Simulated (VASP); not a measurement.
# FeO (R-3m) in VASP: single point with PBE

Aim: the single point of FeO with PBE.

All numbers are computed with VASP 6.6.1; they aren't measurements. Logs are shortened: lines on timing, memory, paths and dates and some standing lists are left out, and cuts for length are marked.

### Step 1. The cell of the first run

Symmetry: R-3m, No. 166, trigonal system. Conventional cell: a = 3.035 Å, b = 3.035 Å, c = 7.547 Å, α = 90.00°, β = 90.00°, γ = 120.00°. Within 2.9 Å of Fe (site symmetry -3m) lie 6 O at 2.16 Å. Within 2.9 Å of O (site symmetry -3m) lie 6 Fe at 2.16 Å.

### Step 2. Single point, PBE, collinear spin, antiferromagnetic start

The input, INCAR:

```
SYSTEM = FeO
PREC = Accurate
ENCUT = 700
EDIFF = 1E-6
ISMEAR = -1
SIGMA = 0.03
LREAL = .FALSE.
LASPH = .TRUE.
NELM = 200
ALGO = Normal
ISIF = 2
LWAVE = .FALSE.
LCHARG = .FALSE.
ISPIN = 2
MAGMOM = 4 -4 0 0
LORBIT = 11
LMAXMIX = 4
GGA = PE
NBANDS = 34
GGA_COMPAT = .FALSE.
```

The input, KPOINTS:

```
regular mesh
0
G
  8 5 7
  0 0 0
```

The input, POSCAR:

```
FeO
1.0
   -1.5176813800     -0.8762337500     -2.5157933600
    1.5176813800      0.8762337500     -5.0315867100
    1.5176813800     -2.6287012500      0.0000000000
Fe O
2 2
Direct
    0.0000000000      0.0000000000      0.0000000000
    0.0000000000      0.5000000000      0.5000000000
    0.5000000000      0.0000000000      0.5000000000
    0.5000000000      0.5000000000      0.0000000000
```

Potentials or basis: VASP PAW PBE potentials, release 64 (Fe_sv, O).

Run with:

```console
$ cat potpaw_PBE.64/Fe_sv/POTCAR potpaw_PBE.64/O/POTCAR > POTCAR
$ mpirun -np 1 vasp_std > vasp.out
```

OUTCAR:

```text
SYSTEM = FeO
   PREC = Accurate
   ENCUT = 700
   EDIFF = 1E-6
   ISMEAR = -1
   LREAL = .FALSE.
   LASPH = .TRUE.
   NELM = 200
   ISIF = 2
   ISPIN = 2
   LORBIT = 11
   GGA = PE

 ion  position               nearest neighbor table
   1  0.000  0.000  0.000-   3 2.16   3 2.16   4 2.16   4 2.16   3 2.16   3 2.16
   2  0.000  0.500  0.500-   4 2.16   4 2.16   3 2.16   3 2.16   4 2.16   4 2.16
   3  0.500  0.000  0.500-   1 2.16   1 2.16   2 2.16   2 2.16   1 2.16   1 2.16
   4  0.500  0.500  0.000-   2 2.16   2 2.16   1 2.16   1 2.16   2 2.16   2 2.16

  LATTYP: Found a simple monoclinic cell.
 ALAT       =     3.0660004217
 B/A-ratio  =     0.9900072844
 C/A-ratio  =     1.4071653853
 COS(beta)  =    -0.0141316513

  Lattice vectors:

 A1 = (  -1.5176813800,  -0.8762337500,  -2.5157933600)
 A2 = (   1.5176813800,  -2.6287012500,   0.0000000000)
 A3 = (  -3.0353627600,  -1.7524675000,   2.5157933500)

Analysis of symmetry for initial positions (statically):
=====================================================================
 Subroutine PRICEL returns following result:

  LATTYP: Found a trigonal (rhomboedric) cell.
 ALAT       =     3.0660004176
 COS(alpha) =     0.5099427850
[... 12 lines left out ...]
 Subroutine GETGRP returns: Found  4 space group operations
 (whereof  4 operations were pure point group operations)
 out of a pool of  4 trial point group operations.

The static configuration has the point symmetry C_2h.

Analysis of symmetry for dynamics (positions and initial velocities):
=====================================================================
 Subroutine PRICEL returns following result:

  LATTYP: Found a trigonal (rhomboedric) cell.
 ALAT       =     3.0660004176
 COS(alpha) =     0.5099427850
[... 12 lines left out ...]
 Subroutine GETGRP returns: Found  4 space group operations
 (whereof  4 operations were pure point group operations)
 out of a pool of  4 trial point group operations.

The dynamic configuration has the point symmetry C_2h.

Analysis of structural, dynamic, and magnetic symmetry:
=====================================================================
 Subroutine PRICEL returns following result:

  LATTYP: Found a trigonal (rhomboedric) cell.
 ALAT       =     3.0660004176
 COS(alpha) =     0.5099427850
[... 12 lines left out ...]
 Subroutine GETGRP returns: Found  4 space group operations
 (whereof  4 operations were pure point group operations)
 out of a pool of  4 trial point group operations.

The overall configuration has the point symmetry C_2h.

 Subroutine INISYM returns: Found  4 space group operations
 (whereof  4 operations are pure point group operations),
 and found     2 'primitive' translations

----------------------------------------------------------------------------------------

                                     Primitive cell

  volume of cell :      20.0737

  direct lattice vectors                    reciprocal lattice vectors
     1.517681380 -0.876233750 -2.515793355     0.329449914 -0.190207997 -0.132496309
    -1.517681380 -0.876233750 -2.515793360    -0.329449914 -0.190207997 -0.132496309
     0.000000000  1.752467500 -2.515793355     0.000000000  0.380415995 -0.132496309

  length of vectors
     3.066000418  3.066000422  3.066000415     0.402829492  0.402829492  0.402829493

  position of ions in fractional coordinates (direct lattice)
     0.000000000  0.000000000  0.000000000
     0.500000000  0.500000000  0.500000000

  ion indices of the primitive-cell ions
   primitive index   ion index
                 1           1
                 2           3

----------------------------------------------------------------------------------------

 KPOINTS: regular mesh

Automatic generation of k-mesh.
 Grid dimensions read from file:
 generate k-points for:    8    5    7

 Generating k-lattice:

  Cartesian coordinates                     Fractional coordinates (reciprocal lattice)
    -0.041181239 -0.023776000 -0.016562039     0.125000000  0.000000000 -0.000000000
     0.032944991  0.019020800 -0.026499262     0.000000000  0.200000000  0.000000000
     0.023532137 -0.040758857  0.000000000    -0.000000000  0.000000000  0.142857143

  Length of vectors
     0.050353686  0.046361343  0.047064274

  Shift w.r.t. Gamma in fractional coordinates (k-lattice)
     0.000000000  0.000000000  0.000000000

 Subroutine IBZKPT returns following result:
 ===========================================

 Found     84 irreducible k-points:

 Following reciprocal coordinates:
            Coordinates               Weight
  0.000000  0.000000  0.000000      1.000000
  0.125000  0.000000 -0.000000      2.000000
  0.250000  0.000000 -0.000000      2.000000
  0.375000  0.000000  0.000000      2.000000
  0.500000  0.000000 -0.000000      1.000000
  0.000000  0.200000  0.000000      2.000000
[... 16 lines left out ...]
  0.125000  0.000000  0.142857      4.000000
  0.250000  0.000000  0.142857      4.000000
 [... further k-points ...]
   k-points           NKPTS =     84   k-points in BZ     NKDIM =     84   number of bands    NBANDS=     34
   number of dos      NEDOS =    301   number of ions     NIONS =      4
   total plane-waves  NPLWV =  37632
   dimension x,y,z NGX =    28 NGY =   48 NGZ =   28
   dimension x,y,z NGXF=    56 NGYF=   96 NGZF=   56
   ions per type =               2   2
   NGX,Y,Z   is equivalent  to a cutoff of  15.18, 14.98, 15.34 a.u.
   NGXF,Y,Z  is equivalent  to a cutoff of  30.36, 29.95, 30.67 a.u.
 SYSTEM =  FeO
   PREC   = accura    normal or accurate (medium, high low for compatibility)
   ISTART =      0    job   : 0-new  1-cont  2-samecut
   ICHARG =      2    charge: 1-file 2-atom 10-const
   ISPIN  =      2    spin polarized calculation?
   LNONCOLLINEAR =      F non collinear calculations
   LSORBIT =      F    spin-orbit coupling
   LASPH  =      T    aspherical Exc in radial PAW
   ENCUT  =  700.0 eV  51.45 Ry    7.17 a.u.   6.61 11.49  6.55*2*pi/ulx,y,z
   NELM   =    200;   NELMIN=  2; NELMDL= -5     # of ELM steps
   EDIFF  = 0.1E-05   stopping-criterion for ELM
   LREAL  =      F    real-space projection
   EDIFFG = 0.1E-04   stopping-criterion for IOM
   NSW    =      0    number of steps for IOM
   IBRION =     -1    ionic relax: 0-MD 1-quasi-New 2-CG
   NFREE  =      0    steps in history (QN), initial steepest desc. (CG)
   ISIF   =      2    stress and relaxation
   ISYM   =      2    0-nonsym 1-usesym 2-fastsym
   POTIM  = 0.5000    time-step for ionic-motion
   TEBEG  =    0.0;   TEEND  =   0.0 temperature during run
   PSTRESS=    0.0 pullay stress
   NELECT =      44.0000    total number of electrons
   NUPDOWN=      -1.0000    fix difference up-down
   EMIN   =  10.00;   EMAX   =-10.00  energy-range for DOS
   EFERMI =   0.00;   METHOD = LEGACY
   ISMEAR =    -1;   SIGMA  =   0.03  broadening in eV -4-tet -1-fermi 0-gaus
   EFERMI_NEDOS =   21; number of points for ismear=-14 and -15
   IALGO  =     38    algorithm
   IMIX   =      4    mixing-type and parameters
     AMIX     =   0.40;   BMIX     =  1.00
     AMIX_MAG =   1.60;   BMIX_MAG =  1.00
  volume/ion in A,a.u.               =      10.04        67.73
  Fermi-wavevector in a.u.,A,eV,Ry     =   1.687874  3.189620 38.761909  2.848920
  Thomas-Fermi vector in A             =   2.770282
   LORBIT       =     11    0 simple, 1 ext, 2 COOP (PROOUT), +10 PAW based schemes
   GGA     = PE    functional components
   LHFCALC =     F    Hartree Fock is set to
   AEXX    =    0.0000 exact exchange contribution
   IVDW    =     0    specifies the selected vdW correction
   LEPSILON=     F    determine dielectric tensor
   LRPA    =     F    only Hartree local field effects (RPA)
 spin polarized calculation
  energy-cutoff  :      700.00
  volume of cell :       40.15
 maximum number of plane-waves:      1712
 NGX is ok and might be reduce to    28
   NGX = 13   NGY = 23   NGZ = 13

 number of electron      44.0000008 magnetization      -0.0000000

 number of electron      44.0000008 magnetization       0.0000000

 Free energy of the ion-electron system (eV)
  ---------------------------------------------------
  ext. energy  EPLUGINS =         0.00000000
  ---------------------------------------------------
  free energy    TOTEN  =       -29.61683657 eV

  energy without entropy =      -29.59704470  energy(sigma->0) =      -29.60694063

 E-fermi :   9.9054     XC(G=0): -12.5018

 val. band max:        9.9050222766   @ k =  -0.3750   0.2000   0.4286
 cond. band min:       9.9217047167   @ k =   0.3750   0.4000  -0.0000
 fundamental gap:      0.0166824402
 Fermi energy:         9.9053659582

 spin component 1

 k-point     1 :       0.0000    0.0000    0.0000
  band No.  band energies     occupation
      1     -79.9248      1.00000
      2     -75.8880      1.00000
      3     -46.0720      1.00000
      4     -46.0219      1.00000
      5     -45.8396      1.00000
      6     -42.0611      1.00000
[... 877 lines left out ...]
     33      23.6307      0.00000
     34      24.8863      0.00000

 [... further k-points ...]

 spin component 2

 k-point     1 :       0.0000    0.0000    0.0000
  band No.  band energies     occupation
      1     -79.9248      1.00000
      2     -75.8880      1.00000
      3     -46.0720      1.00000
      4     -46.0219      1.00000
      5     -45.8396      1.00000
      6     -42.0611      1.00000
[... 877 lines left out ...]
     33      23.6307      0.00000
     34      24.8863      0.00000

 [... further k-points ...]

------------------------ aborting loop because EDIFF is reached ----------------------------------------

  FORCE on cell =-STRESS in cart. coord.  units (eV):
  Direction    XX          YY          ZZ          XY          YZ          ZX
  --------------------------------------------------------------------------------------
  -------------------------------------------------------------------------------------
  Total        0.2915253     -0.1865361     -0.2896269      0.4140133     -0.3493391     -0.6050832
  in kB       11.6340242     -7.4441770    -11.5582665     16.5222069    -13.9412283    -24.1473182
  external PRESSURE =      -2.4561398 kB  Pullay stress =       0.0000000 kB

 VOLUME and BASIS-vectors are now :
 -----------------------------------------------------------------------------
  energy-cutoff  :      700.00
  volume of cell :       40.15
      direct lattice vectors                 reciprocal lattice vectors
    -1.517681380 -0.876233750 -2.515793360    -0.329449914 -0.190207997 -0.132496309
     1.517681380  0.876233750 -5.031586710     0.164724957  0.095103999 -0.132496309
     1.517681380 -2.628701250  0.000000000     0.164724957 -0.285311996  0.000000000

 POSITION                                       TOTAL-FORCE (eV/Angst)
 -----------------------------------------------------------------------------------
      0.00000      0.00000      0.00000        -0.000000      0.000000      0.000000
      1.51768     -0.87623     -2.51579        -0.000000     -0.000000      0.000000
      0.00000     -1.75247     -1.25790         0.000000      0.000000     -0.000000
      0.00000      0.00000     -3.77369        -0.000000      0.000000     -0.000000
 -----------------------------------------------------------------------------------
    total drift:                                0.000000     -0.000000     -0.000000

  FREE ENERGIE OF THE ION-ELECTRON SYSTEM (eV)
  ---------------------------------------------------
  free  energy   TOTEN  =       -29.6168365694 eV

  energy  without entropy=      -29.5970447003  energy(sigma->0) =      -29.60694063

 total charge

# of ion       s       p       d       tot
------------------------------------------
    1        2.101   5.997   5.534  13.632
    2        2.101   5.997   5.534  13.632
    3        1.553   3.436   0.000   4.989
    4        1.553   3.436   0.000   4.989
--------------------------------------------------
tot          7.309  18.867  11.067  37.243

 magnetization (x)

# of ion       s       p       d       tot
------------------------------------------
    1        0.015   0.012   3.357   3.383
    2       -0.015  -0.012  -3.357  -3.383
    3        0.010   0.088   0.000   0.098
    4       -0.010  -0.088   0.000  -0.098
--------------------------------------------------
tot          0.000   0.000   0.000   0.000
```

Wall time 13 min (1 thread of Intel Xeon Platinum 8259CL at 2.50GHz (Skylake/Cascade Lake), shared host); peak memory 0.38 GiB.

What came out:

```yaml
Free_energy: -29.6168 eV
Pressure: -0.2 GPa
Band_gap_on_the_k_mesh: zero (filled and empty bands overlap)
Net_moment: 0.00 μB per cell
Site_moments: Fe +3.38, -3.38; O +0.10, -0.10 μB
Valence_electrons_inside_the_program's_atomic_spheres: Fe 13.63; O 4.99
```

Stress tensor (GPa, compression positive):
```
 1.16  1.65 -2.41
 1.65 -0.74 -1.39
-2.41 -1.39 -1.16
```

Caveat: semilocal functionals often make such compounds metallic where correlation or magnetic order opens a gap, which also shifts bond lengths. With open d or f shells a metallic result of PBE can be an artefact of self-interaction; +U or a hybrid may open a gap.
